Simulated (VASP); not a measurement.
# Si (Imma) in VASP: further runs, part 2 of 2

VASP 6.6.1. Earlier steps stand in the parts before.

### 4 Single point, LDA

INCAR

```
SYSTEM = Si
PREC = Accurate ; ENCUT = 520
EDIFF = 1E-7 ; ISMEAR = 0
SIGMA = 0.025 ; LREAL = .False.
LASPH = .True. ; NELM = 100
ALGO = Normal ; ISIF = 2
LWAVE = .False. ; LCHARG = .True.
GGA = CA ; LELF = .True.
LVHAR = .True. ; NBANDS = 11
```

KPOINTS

```
regular mesh
0
Gamma
  15 15 15
  0 0 0
```

POSCAR

```
Si
1.0
   -2.2510000000      2.3685000000      1.2750000000
    2.2510000000     -2.3685000000      1.2750000000
    2.2510000000      2.3685000000     -1.2750000000
Si
2
Direct
    0.8070000000      0.0570000000      0.7500000000
    0.1930000000      0.9430000000      0.2500000000
```

Potentials or basis: VASP PAW LDA potentials, release 64 (Si).

Command:

```
$ cat potpaw_LDA.64/Si/POTCAR > POTCAR
$ mpirun -np 1 vasp_std > vasp.out
```

OUTCAR:

```text
SYSTEM = Si
   PREC = Accurate
   ENCUT = 520
   EDIFF = 1E-7
   ISMEAR = 0
   LREAL = .False.
   LASPH = .True.
   NELM = 100
   ISIF = 2
   GGA = CA

 ion  position               nearest neighbor table
   1  0.807  0.057  0.750-   2 2.39   2 2.39   2 2.46   2 2.46   2 2.74   2 2.74
   2  0.193  0.943  0.250-   1 2.39   1 2.39   1 2.46   1 2.46   1 2.74   1 2.74

  LATTYP: Found a body centered orthorhombic cell.
 ALAT       =     2.5500000000
 B/A-ratio  =     1.7654901961
 C/A-ratio  =     1.8576470588

  Lattice vectors:

 A1 = (   2.2510000000,  -2.3685000000,   1.2750000000)
 A2 = (  -2.2510000000,  -2.3685000000,  -1.2750000000)
 A3 = (   2.2510000000,   2.3685000000,  -1.2750000000)

Analysis of symmetry for initial positions (statically):
=====================================================================
 Subroutine PRICEL returns:
 Original cell was already a primitive cell.

 Routine SETGRP: Setting up the symmetry group for a
 body centered orthorhombic supercell.

 Subroutine GETGRP returns: Found  8 space group operations
 (whereof  4 operations were pure point group operations)
 out of a pool of  8 trial point group operations.

The static configuration has the point symmetry C_2h.
 The point group associated with its full space group is D_2h.

Analysis of symmetry for dynamics (positions and initial velocities):
=====================================================================
 Subroutine PRICEL returns:
 Original cell was already a primitive cell.

 Routine SETGRP: Setting up the symmetry group for a
 body centered orthorhombic supercell.

 Subroutine GETGRP returns: Found  8 space group operations
 (whereof  4 operations were pure point group operations)
 out of a pool of  8 trial point group operations.

The dynamic configuration has the point symmetry C_2h.
 The point group associated with its full space group is D_2h.

 Subroutine INISYM returns: Found  8 space group operations
 (whereof  4 operations are pure point group operations),
 and found     1 'primitive' translations

----------------------------------------------------------------------------------------

                                     Primitive cell

  volume of cell :      27.1906

  direct lattice vectors                    reciprocal lattice vectors
    -2.251000000  2.368500000  1.275000000     0.000000000  0.211104074  0.392156863
     2.251000000 -2.368500000  1.275000000     0.222123501  0.000000000  0.392156863
     2.251000000  2.368500000 -1.275000000     0.222123501  0.211104074  0.000000000

  length of vectors
     3.507480328  3.507480328  3.507480328     0.445367191  0.450694857  0.306437236

  position of ions in fractional coordinates (direct lattice)
     0.807000000  0.057000000  0.750000000
     0.193000000  0.943000000  0.250000000

  ion indices of the primitive-cell ions
   primitive index   ion index
                 1           1
                 2           2

----------------------------------------------------------------------------------------

 KPOINTS: regular mesh

Automatic generation of k-mesh.
 Grid dimensions read from file:
 generate k-points for:   15   15   15

[... 42 lines left out ...]
 -0.066667  0.066667 -0.000000      4.000000
  0.000000  0.133333  0.000000      4.000000
 [... further k-points ...]
   k-points           NKPTS =    512   k-points in BZ     NKDIM =    512   number of bands    NBANDS=     11
   number of dos      NEDOS =    301   number of ions     NIONS =      2
   total plane-waves  NPLWV =  21952
   dimension x,y,z NGX =    28 NGY =   28 NGZ =   28
   dimension x,y,z NGXF=    56 NGYF=   56 NGZF=   56
   ions per type =               2
   NGX,Y,Z   is equivalent  to a cutoff of  13.27, 13.27, 13.27 a.u.
   NGXF,Y,Z  is equivalent  to a cutoff of  26.54, 26.54, 26.54 a.u.
 SYSTEM =  Si
   PREC   = accura    normal or accurate (medium, high low for compatibility)
   ISTART =      0    job   : 0-new  1-cont  2-samecut
   ICHARG =      2    charge: 1-file 2-atom 10-const
   ISPIN  =      1    spin polarized calculation?
   LNONCOLLINEAR =      F non collinear calculations
   LSORBIT =      F    spin-orbit coupling
   LASPH  =      T    aspherical Exc in radial PAW
   ENCUT  =  520.0 eV  38.22 Ry    6.18 a.u.   6.52  6.52  6.52*2*pi/ulx,y,z
   NELM   =    100;   NELMIN=  2; NELMDL= -5     # of ELM steps
   EDIFF  = 0.1E-06   stopping-criterion for ELM
   LREAL  =      F    real-space projection
   EDIFFG = 0.1E-05   stopping-criterion for IOM
   NSW    =      0    number of steps for IOM
   IBRION =     -1    ionic relax: 0-MD 1-quasi-New 2-CG
   NFREE  =      0    steps in history (QN), initial steepest desc. (CG)
   ISIF   =      2    stress and relaxation
   ISYM   =      2    0-nonsym 1-usesym 2-fastsym
   POTIM  = 0.5000    time-step for ionic-motion
   TEBEG  =    0.0;   TEEND  =   0.0 temperature during run
   PSTRESS=    0.0 pullay stress
   NELECT =       8.0000    total number of electrons
   NUPDOWN=      -1.0000    fix difference up-down
   EMIN   =  10.00;   EMAX   =-10.00  energy-range for DOS
   EFERMI =   0.00;   METHOD = LEGACY
   ISMEAR =     0;   SIGMA  =   0.03  broadening in eV -4-tet -1-fermi 0-gaus
   EFERMI_NEDOS =   21; number of points for ismear=-14 and -15
   IALGO  =     38    algorithm
   IMIX   =      4    mixing-type and parameters
     AMIX     =   0.40;   BMIX     =  1.00
     AMIX_MAG =   1.60;   BMIX_MAG =  1.00
  volume/ion in A,a.u.               =      13.60        91.75
  Fermi-wavevector in a.u.,A,eV,Ry     =   1.088843  2.057614 16.130773  1.185578
  Thomas-Fermi vector in A             =   2.225033
   LORBIT       =      0    0 simple, 1 ext, 2 COOP (PROOUT), +10 PAW based schemes
   GGA     = CA    functional components
   LHFCALC =     F    Hartree Fock is set to
   AEXX    =    0.0000 exact exchange contribution
   IVDW    =     0    specifies the selected vdW correction
   LEPSILON=     F    determine dielectric tensor
   LRPA    =     F    only Hartree local field effects (RPA)
 non-spin polarized calculation
 Gauss-broadening in eV      SIGMA  =   0.03
  energy-cutoff  :      520.00
  volume of cell :       27.19
 maximum number of plane-waves:       761
 NGX is ok and might be reduce to    28
   NGX = 13   NGY = 13   NGZ = 13

 number of electron       8.0000000 magnetization

 Free energy of the ion-electron system (eV)
  ---------------------------------------------------
  ext. energy  EPLUGINS =         0.00000000
  ---------------------------------------------------
  free energy    TOTEN  =       -11.41834183 eV

  energy without entropy =      -11.41810950  energy(sigma->0) =      -11.41822567

 E-fermi :  10.6522     XC(G=0): -11.4535

 val. band max:       10.6479723496   @ k =   0.1333   0.4667   0.0000
 cond. band min:      10.6606762193   @ k =   0.4667   0.2667   0.0000
 fundamental gap:      0.0127038697
 Fermi energy:        10.6521705410

 k-point     1 :       0.0000    0.0000    0.0000
  band No.  band energies     occupation
      1      -4.0936      2.00000
      2       7.7079      2.00000
      3       8.1956      2.00000
      4       8.9690      2.00000
      5      11.7905      0.00000
      6      18.4395      0.00000
      7      19.7199      0.00000
      8      20.5839      0.00000
      9      21.1414      0.00000
     10      21.2808      0.00000
     11      22.6537      0.00000
[... 309 lines left out ...]
 k-point    24 :       0.0000    0.1333    0.0000
  band No.  band energies     occupation
      1      -3.5729      2.00000
      2       6.9274      2.00000
      3       7.8825      2.00000
      4      10.6303      1.78425
      5      13.0147      0.00000
      6      16.1914      0.00000
      7      17.0886      0.00000
      8      19.1809      0.00000
      9      19.3848      0.00000
     10      19.6996      0.00000
     11      20.8944      0.00000

 [... further k-points ...]

------------------------ aborting loop because EDIFF is reached ----------------------------------------

  FORCE on cell =-STRESS in cart. coord.  units (eV):
  Direction    XX          YY          ZZ          XY          YZ          ZX
  --------------------------------------------------------------------------------------
  -------------------------------------------------------------------------------------
  Total        1.5106222      2.1642754      1.8961566      0.0000000      0.0000000      0.0000000
  in kB       89.0117621    127.5275564    111.7289495      0.0000000      0.0000000      0.0000000
  external PRESSURE =     109.4227560 kB  Pullay stress =       0.0000000 kB

 VOLUME and BASIS-vectors are now :
 -----------------------------------------------------------------------------
  energy-cutoff  :      520.00
  volume of cell :       27.19
      direct lattice vectors                 reciprocal lattice vectors
    -2.251000000  2.368500000  1.275000000     0.000000000  0.211104074  0.392156863
     2.251000000 -2.368500000  1.275000000     0.222123501  0.000000000  0.392156863
     2.251000000  2.368500000 -1.275000000     0.222123501  0.211104074  0.000000000

 POSITION                                       TOTAL-FORCE (eV/Angst)
 -----------------------------------------------------------------------------------
      0.00000      3.55275      0.14535        -0.000000     -0.000000      0.017031
      2.25100     -1.18425      1.12965         0.000000      0.000000     -0.017031
 -----------------------------------------------------------------------------------
    total drift:                               -0.000000     -0.000000      0.000000

  FREE ENERGIE OF THE ION-ELECTRON SYSTEM (eV)
  ---------------------------------------------------
  free  energy   TOTEN  =       -11.4183418285 eV

  energy  without entropy=      -11.4181095045  energy(sigma->0) =      -11.41822567
```

It took 64 s on 1 thread of Intel Xeon 6975P-C (Granite Rapids), shared host; peak memory 0.22 GiB.

Results:

| Quantity | Value |
| --- | --- |
| Free energy | -11.4183 eV |
| Pressure | 10.9 GPa |
| Largest force | 0.017 eV/Å |
| Band gap on the k mesh | zero (band 4 reaches 13.43 eV, above the bottom of band 5 at 5.74 eV) |

Forces on the atoms (eV/Å):
```
Si   0.000  0.000  0.017
Si   0.000  0.000 -0.017
```

Levels at points of the mesh, in eV from the Fermi level:
| k point | band 2 | band 3 | band 4 | band 5 | band 6 | band 7 |
| --- | --- | --- | --- | --- | --- | --- |
| (0.00, 0.00, 0.00) | -2.94 | -2.46 | -1.68 | 1.14 | 7.79 | 9.07 |

### 5 The runs side by side

```csv
smearing,gap on the mesh (eV),pressure (GPa),largest force (eV/Å)
gaussian 0.1 eV,none,10.9,0.02
gaussian 0.05 eV,none,10.9,0.02
gaussian 0.025 eV,none,10.9,0.02
```

Alike in all rows: task single point; level LDA; potentials or basis VASP PAW LDA potentials, release 64 (Si); no spin polarisation; cell as given; k mesh 15 × 15 × 15; cutoff (eV) 520.

Every run on the cell as given and a fine mesh finds a metal.

Absolute energies hang on the potentials; compare differences alone.
